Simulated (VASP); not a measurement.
Here is a VASP 6.6.1 calculation.

The input INCAR:

```
SYSTEM = Li16H
ALGO = Normal
EDIFF = 1E-6
ENCUT = 520
GGA = PS
ISIF = 2
ISMEAR = -1
LASPH = .True.
LCHARG = .False.
LREAL = Auto
LWAVE = .False.
NBANDS = 38
NELM = 60
PREC = Accurate
SIGMA = 0.15
```

Contents of KPOINTS:

```
k-points
0
Gamma
  3 3 3
  0 0 0
```

Contents of POSCAR:

```
Li16H
1.0
    6.9800000000      0.0000000000      0.0000000000
    0.0000000000      6.9800000000      0.0000000000
    0.0000000000      0.0000000000      6.9800000000
Li H
16 1
Direct
   -0.0033339129     -0.0000123414     -0.0020325547
    0.4897275260     -0.0000162520      0.0085238377
    0.0015214862      0.4999887382      0.0023735506
   -0.0032759030     -0.0000124455      0.5019910263
    0.2598165305      0.2424889635      0.2500078839
    0.5041729623      0.4999359259     -0.0059292695
    0.4897349075     -0.0000160454      0.4914781286
    0.7539266121      0.2526453768      0.2500040833
    0.0015081664      0.4999885037      0.4976572538
    0.2597931432      0.7574983860      0.2500076625
    0.2460198006      0.2560125640      0.7500257244
    0.5041709266      0.4999356855      0.5059388878
    0.7537870502      0.7474508600      0.2500041836
    0.7483646816      0.2471958727      0.7500029663
    0.2460265222      0.7439637173      0.7500258409
    0.7483961113      0.7527260789      0.7500031431
    0.3717177892     -0.0003208882      0.2501400515
```

Potentials or basis: VASP PAW PBE potentials, release 64 (Li_sv, H).

Run with:

```bash
$ cat potpaw_PBE.64/Li_sv/POTCAR potpaw_PBE.64/H/POTCAR > POTCAR
$ mpirun -np 1 vasp_std > vasp.out
```

Q: What does it give for the band gap on the k mesh?

A: Zero (an odd number of electrons rules out a gap without spin polarisation).

Q: Predict the largest force.

A: 0.043 eV/Å.

Forces on the atoms (eV/Å):
```
Li   0.006  0.000  0.005
Li   0.001  0.000  0.043
Li   0.009  0.000  0.002
Li   0.006  0.000 -0.004
Li  -0.007 -0.028  0.000
Li  -0.002  0.000  0.013
Li   0.002  0.000 -0.040
Li   0.001  0.002  0.000
Li   0.009  0.000 -0.003
Li  -0.009  0.023  0.000
Li  -0.002 -0.012  0.000
Li  -0.003  0.000 -0.013
Li   0.002 -0.002  0.000
Li  -0.011 -0.010  0.000
Li  -0.002  0.011  0.000
Li  -0.011  0.010  0.000
H    0.011  0.006 -0.002
```

Caveat: the PAW data sets were made with another functional, which shifts forces and pressure a little.
